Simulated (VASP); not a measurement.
# I (Cmce) in VASP: notebook

I is run at these levels: r2SCAN; tasks: single point.

All numbers are computed with VASP 6.6.1; they aren't measurements. Logs are shortened: lines on timing, memory, paths and dates and some standing lists are left out, and cuts for length are marked.

**1. The cell of the first run**

It takes space group Cmce (No. 64, orthorhombic). The conventional cell has a = 7.161 Å, b = 4.733 Å, c = 9.653 Å, α = 90.00°, β = 90.00°, γ = 90.00°. I (site symmetry m) has 3 I at 2.67 to 3.49 Å within 3.5 Å.

**2. Single point, r2SCAN**

POSCAR

```
I
1.0
    3.5805655600      2.3664799200      0.0000000000
    3.5805655600     -2.3664799200      0.0000000000
    0.0000000000      0.0000000000     -9.6534613700
I
4
Direct
    0.1500000000      0.8500000000      0.8830000000
    0.3500000000      0.6500000000      0.3830000000
    0.8500000000      0.1500000000      0.1170000000
    0.6500000000      0.3500000000      0.6170000000
```

INCAR.step1

```
SYSTEM = I
PREC = Accurate
ENCUT = 520
ISMEAR = -1
SIGMA = 0.1
LREAL = .FALSE.
LASPH = .TRUE.
NELM = 100
NBANDS = 22
GGA = PE
ALGO = Normal
EDIFF = 1E-4
LWAVE = .TRUE.
LCHARG = .FALSE.
```

INCAR.step2

```
SYSTEM = I
PREC = Accurate
ENCUT = 520
EDIFF = 1E-6
ISMEAR = -1
SIGMA = 0.1
LREAL = .FALSE.
LASPH = .TRUE.
NELM = 100
ALGO = Normal
ISIF = 2
LWAVE = .FALSE.
LCHARG = .FALSE.
METAGGA = R2SCAN
LMIXTAU = .TRUE.
NBANDS = 22
ISTART = 1
```

KPOINTS

```
Automatic mesh
0
G
  5 5 2
  0 0 0
```

Potentials or basis: VASP PAW PBE potentials, release 64 (I).

On the command line:

```bash
> cat potpaw_PBE.64/I/POTCAR > POTCAR
> cp INCAR.step1 INCAR
> mpirun -np 1 vasp_std > vasp.out
> cp INCAR.step2 INCAR
> mpirun -np 1 vasp_std > vasp.out
```

OUTCAR:

```text
SYSTEM = I
   PREC = Accurate
   ENCUT = 520
   EDIFF = 1E-6
   ISMEAR = -1
   LREAL = .FALSE.
   LASPH = .TRUE.
   NELM = 100
   ISIF = 2
   METAGGA = R2SCAN
   ISTART = 1

 ion  position               nearest neighbor table
   1  0.150  0.850  0.883-   3 2.67   4 3.49   4 3.49
   2  0.350  0.650  0.383-   4 2.67   3 3.49   3 3.49
   3  0.850  0.150  0.117-   1 2.67   2 3.49   2 3.49
   4  0.650  0.350  0.617-   2 2.67   1 3.49   1 3.49

  LATTYP: Found a base centered orthorhombic cell.
 ALAT       =     4.7329598400
 B/A-ratio  =     1.5130344144
 C/A-ratio  =     2.0396246105

  Lattice vectors:

 A1 = (  -3.5805655600,   2.3664799200,   0.0000000000)
 A2 = (   3.5805655600,   2.3664799200,   0.0000000000)
 A3 = (   0.0000000000,   0.0000000000,  -9.6534613700)

Analysis of symmetry for initial positions (statically):
=====================================================================
 Subroutine PRICEL returns:
 Original cell was already a primitive cell.

 Routine SETGRP: Setting up the symmetry group for a
 base centered orthorhombic supercell.

 Subroutine GETGRP returns: Found  8 space group operations
 (whereof  4 operations were pure point group operations)
 out of a pool of  8 trial point group operations.

The static configuration has the point symmetry C_2h.
 The point group associated with its full space group is D_2h.

Analysis of symmetry for dynamics (positions and initial velocities):
=====================================================================
 Subroutine PRICEL returns:
 Original cell was already a primitive cell.

 Routine SETGRP: Setting up the symmetry group for a
 base centered orthorhombic supercell.

 Subroutine GETGRP returns: Found  8 space group operations
 (whereof  4 operations were pure point group operations)
 out of a pool of  8 trial point group operations.

The dynamic configuration has the point symmetry C_2h.
 The point group associated with its full space group is D_2h.

 Subroutine INISYM returns: Found  8 space group operations
 (whereof  4 operations are pure point group operations),
 and found     1 'primitive' translations

----------------------------------------------------------------------------------------

                                     Primitive cell

  volume of cell :     163.5941

  direct lattice vectors                    reciprocal lattice vectors
     3.580565560  2.366479920  0.000000000     0.139642744  0.211284277  0.000000000
     3.580565560 -2.366479920  0.000000000     0.139642744 -0.211284277  0.000000000
     0.000000000  0.000000000 -9.653461370     0.000000000  0.000000000 -0.103589786

  length of vectors
     4.291931610  4.291931610  9.653461370     0.253261015  0.253261015  0.103589786

  position of ions in fractional coordinates (direct lattice)
     0.150000000  0.850000000  0.883000000
     0.350000000  0.650000000  0.383000000
     0.850000000  0.150000000  0.117000000
     0.650000000  0.350000000  0.617000000

  ion indices of the primitive-cell ions
   primitive index   ion index
                 1           1
                 2           2
                 3           3
                 4           4

----------------------------------------------------------------------------------------

 KPOINTS: Automatic mesh

Automatic generation of k-mesh.
 Grid dimensions read from file:
 generate k-points for:    5    5    2

 Generating k-lattice:

  Cartesian coordinates                     Fractional coordinates (reciprocal lattice)
     0.027928549  0.042256855  0.000000000     0.200000000  0.000000000  0.000000000
     0.027928549 -0.042256855  0.000000000     0.000000000  0.200000000  0.000000000
     0.000000000  0.000000000 -0.051794893     0.000000000  0.000000000  0.500000000

  Length of vectors
     0.050652203  0.050652203  0.051794893

  Shift w.r.t. Gamma in fractional coordinates (k-lattice)
     0.000000000  0.000000000  0.000000000

 Subroutine IBZKPT returns following result:
 ===========================================

 Found     18 irreducible k-points:

 Following reciprocal coordinates:
            Coordinates               Weight
  0.000000  0.000000  0.000000      1.000000
  0.200000  0.000000  0.000000      4.000000
  0.400000 -0.000000  0.000000      4.000000
  0.200000  0.200000  0.000000      2.000000
  0.400000  0.200000  0.000000      4.000000
 -0.400000  0.200000  0.000000      4.000000
[... 10 lines left out ...]
  0.400000  0.400000  0.500000      2.000000
 -0.400000  0.400000  0.500000      2.000000
   k-points           NKPTS =     18   k-points in BZ     NKDIM =     18   number of bands    NBANDS=     22
   number of dos      NEDOS =    301   number of ions     NIONS =      4
   total plane-waves  NPLWV =  73728
   dimension x,y,z NGX =    32 NGY =   32 NGZ =   72
   dimension x,y,z NGXF=    64 NGYF=   64 NGZF=  144
   ions per type =               4
   NGX,Y,Z   is equivalent  to a cutoff of  12.40, 12.40, 12.40 a.u.
   NGXF,Y,Z  is equivalent  to a cutoff of  24.79, 24.79, 24.80 a.u.
 SYSTEM =  I
   PREC   = accura    normal or accurate (medium, high low for compatibility)
   ISTART =      1    job   : 0-new  1-cont  2-samecut
   ICHARG =      0    charge: 1-file 2-atom 10-const
   ISPIN  =      1    spin polarized calculation?
   LNONCOLLINEAR =      F non collinear calculations
   LSORBIT =      F    spin-orbit coupling
   LASPH  =      T    aspherical Exc in radial PAW
   ENCUT  =  520.0 eV  38.22 Ry    6.18 a.u.   7.98  7.98 17.95*2*pi/ulx,y,z
   NELM   =    100;   NELMIN=  2; NELMDL=  0     # of ELM steps
   EDIFF  = 0.1E-05   stopping-criterion for ELM
   LREAL  =      F    real-space projection
   EDIFFG = 0.1E-04   stopping-criterion for IOM
   NSW    =      0    number of steps for IOM
   IBRION =     -1    ionic relax: 0-MD 1-quasi-New 2-CG
   NFREE  =      0    steps in history (QN), initial steepest desc. (CG)
   ISIF   =      2    stress and relaxation
   ISYM   =      2    0-nonsym 1-usesym 2-fastsym
   POTIM  = 0.5000    time-step for ionic-motion
   TEBEG  =    0.0;   TEEND  =   0.0 temperature during run
   PSTRESS=    0.0 pullay stress
   NELECT =      28.0000    total number of electrons
   NUPDOWN=      -1.0000    fix difference up-down
   EMIN   =  10.00;   EMAX   =-10.00  energy-range for DOS
   EFERMI =   0.00;   METHOD = LEGACY
   ISMEAR =    -1;   SIGMA  =   0.10  broadening in eV -4-tet -1-fermi 0-gaus
   EFERMI_NEDOS =   21; number of points for ismear=-14 and -15
   IALGO  =     38    algorithm
   IMIX   =      4    mixing-type and parameters
     AMIX     =   0.40;   BMIX     =  1.00
     AMIX_MAG =   1.60;   BMIX_MAG =  1.00
  volume/ion in A,a.u.               =      40.90       276.00
  Fermi-wavevector in a.u.,A,eV,Ry     =   0.908947  1.717660 11.240913  0.826184
  Thomas-Fermi vector in A             =   2.032933
   LORBIT       =      0    0 simple, 1 ext, 2 COOP (PROOUT), +10 PAW based schemes
   METAGGA = R2SCAN    functional components
   LHFCALC =     F    Hartree Fock is set to
   AEXX    =    0.0000 exact exchange contribution
   IVDW    =     0    specifies the selected vdW correction
   LEPSILON=     F    determine dielectric tensor
   LRPA    =     F    only Hartree local field effects (RPA)
 non-spin polarized calculation
  energy-cutoff  :      520.00
  volume of cell :      163.59
 maximum number of plane-waves:      4436
   NGX = 15   NGY = 15   NGZ = 35

 number of electron      28.0000004 magnetization

 Free energy of the ion-electron system (eV)
  ---------------------------------------------------
  ext. energy  EPLUGINS =         0.00000000
  ---------------------------------------------------
  free energy    TOTEN  =       -98.11405285 eV

  energy without entropy =      -98.11378218  energy(sigma->0) =      -98.11391752

 E-fermi :   3.4642     XC(G=0):  -8.5871

 val. band max:        2.6190154685   @ k =   0.0000   0.0000   0.0000
 cond. band min:       4.2306172925   @ k =   0.4000   0.4000   0.0000
 fundamental gap:      1.6116018240
 Fermi energy:         3.4642491334

 k-point     1 :       0.0000    0.0000    0.0000
  band No.  band energies     occupation
      1     -11.5692      2.00000
      2     -11.0134      2.00000
      3      -9.3460      2.00000
      4      -8.1622      2.00000
      5      -2.2014      2.00000
      6      -0.6553      2.00000
[... 14 lines left out ...]
     21      10.5886      0.00000
     22      10.6560      0.00000

 k-point     2 :       0.2000    0.0000    0.0000
  band No.  band energies     occupation
      1     -11.4299      2.00000
      2     -10.9615      2.00000
      3      -9.2300      2.00000
      4      -8.2832      2.00000
      5      -2.1850      2.00000
      6      -1.0327      2.00000
[... 14 lines left out ...]
     21      10.1863      0.00000
     22      10.8045      0.00000

 k-point     3 :       0.4000   -0.0000    0.0000
  band No.  band energies     occupation
      1     -11.1241      2.00000
      2     -10.9311      2.00000
      3      -8.9458      2.00000
      4      -8.5948      2.00000
      5      -2.2267      2.00000
      6      -1.8831      2.00000
[... 14 lines left out ...]
     21      11.0088      0.00000
     22      11.9117      0.00000

 k-point     4 :       0.2000    0.2000    0.0000
  band No.  band energies     occupation
      1     -11.4468      2.00000
      2     -10.9231      2.00000
      3      -9.2367      2.00000
      4      -8.1438      2.00000
      5      -2.1045      2.00000
      6      -0.7854      2.00000
[... 14 lines left out ...]
     21      10.4608      0.00000
     22      10.5483      0.00000

 k-point     5 :       0.4000    0.2000    0.0000
  band No.  band energies     occupation
      1     -11.2490      2.00000
      2     -10.8465      2.00000
      3      -9.0683      2.00000
      4      -8.2842      2.00000
      5      -2.0801      2.00000
      6      -1.2588      2.00000
[... 14 lines left out ...]
     21      10.5952      0.00000
     22      10.8181      0.00000

 k-point     6 :      -0.4000    0.2000    0.0000
  band No.  band energies     occupation
      1     -11.0193      2.00000
      2     -10.9174      2.00000
      3      -8.8293      2.00000
      4      -8.6502      2.00000
      5      -2.0883      2.00000
      6      -1.9924      2.00000
[... 14 lines left out ...]
     21      11.4078      0.00000
     22      11.8224      0.00000

 k-point     7 :      -0.2000    0.2000    0.0000
  band No.  band energies     occupation
      1     -11.1889      2.00000
      2     -10.9426      2.00000
      3      -9.0124      2.00000
      4      -8.5558      2.00000
      5      -2.2250      2.00000
      6      -1.7052      2.00000
[... 174 lines left out ...]
      6      -1.7048      2.00000
[... 14 lines left out ...]
     21      10.8619      0.00000
     22      10.8619      0.00000

 k-point    15 :      -0.4000    0.2000    0.5000
  band No.  band energies     occupation
      1     -10.9695      2.00000
      2     -10.9695      2.00000
      3      -8.7415      2.00000
      4      -8.7415      2.00000
      5      -1.7845      2.00000
      6      -1.7845      2.00000
[... 14 lines left out ...]
     21      11.2331      0.00000
     22      11.2331      0.00000

 k-point    16 :      -0.2000    0.2000    0.5000
  band No.  band energies     occupation
      1     -11.0757      2.00000
      2     -11.0757      2.00000
      3      -8.7788      2.00000
      4      -8.7788      2.00000
      5      -1.8109      2.00000
      6      -1.8109      2.00000
[... 14 lines left out ...]
     21      10.8770      0.00000
     22      10.8770      0.00000

 k-point    17 :       0.4000    0.4000    0.5000
  band No.  band energies     occupation
      1     -11.0377      2.00000
      2     -11.0377      2.00000
      3      -8.5589      2.00000
      4      -8.5589      2.00000
      5      -1.5228      2.00000
      6      -1.5228      2.00000
[... 14 lines left out ...]
     21      10.6067      0.00000
     22      10.6067      0.00000

 k-point    18 :      -0.4000    0.4000    0.5000
  band No.  band energies     occupation
      1     -10.9734      2.00000
      2     -10.9734      2.00000
      3      -8.6079      2.00000
      4      -8.6079      2.00000
      5      -1.6653      2.00000
      6      -1.6653      2.00000
[... 14 lines left out ...]
     21      10.5352      0.00000
     22      10.5352      0.00000

------------------------ aborting loop because EDIFF is reached ----------------------------------------

  FORCE on cell =-STRESS in cart. coord.  units (eV):
  Direction    XX          YY          ZZ          XY          YZ          ZX
  --------------------------------------------------------------------------------------
  -------------------------------------------------------------------------------------
  Total        1.0250571      1.7336834      3.5245925      0.0000000      0.0000000      0.0000000
  in kB       10.0390158     16.9790299     34.5185050      0.0000000      0.0000000      0.0000000
  external PRESSURE =      20.5121836 kB  Pullay stress =       0.0000000 kB

 VOLUME and BASIS-vectors are now :
 -----------------------------------------------------------------------------
  energy-cutoff  :      520.00
  volume of cell :      163.59
      direct lattice vectors                 reciprocal lattice vectors
     3.580565560  2.366479920  0.000000000     0.139642744  0.211284277  0.000000000
     3.580565560 -2.366479920  0.000000000     0.139642744 -0.211284277  0.000000000
     0.000000000  0.000000000 -9.653461370     0.000000000  0.000000000 -0.103589786

 POSITION                                       TOTAL-FORCE (eV/Angst)
 -----------------------------------------------------------------------------------
      3.58057     -1.65654     -8.52401         0.000000      0.400644      0.616093
      3.58057     -0.70994     -3.69728         0.000000     -0.400644      0.616093
      3.58057      1.65654     -1.12945         0.000000     -0.400644     -0.616093
      3.58057      0.70994     -5.95619         0.000000      0.400644     -0.616093
 -----------------------------------------------------------------------------------
    total drift:                                0.000000      0.000000      0.000000

  FREE ENERGIE OF THE ION-ELECTRON SYSTEM (eV)
  ---------------------------------------------------
  free  energy   TOTEN  =       -98.1140528548 eV

  energy  without entropy=      -98.1137821769  energy(sigma->0) =      -98.11391752
```

Run time: 2.9 min. Hardware: 1 thread of Intel Xeon Platinum 8259CL at 2.50GHz (Skylake/Cascade Lake), shared host; peak memory 0.29 GiB.

What came out:

* Free energy: -98.1141 eV
* Pressure: 2.1 GPa
* Largest force: 0.735 eV/Å
* Band gap on the k mesh: 1.61 eV (least direct gap 1.73 eV)

Forces in eV/Å, atoms in the order of the input:
```
I    0.000  0.401  0.616
I    0.000 -0.401  0.616
I    0.000 -0.401 -0.616
I    0.000  0.401 -0.616
```

Stress tensor (GPa, compression positive):
```
1.00 0.00 0.00
0.00 1.70 0.00
0.00 0.00 3.45
```

Caveat: the PAW data sets were made with another functional, which shifts forces and pressure a little; spin-orbit coupling is left out, which moves the levels of the heavy elements.

[end of part 1 of 2]
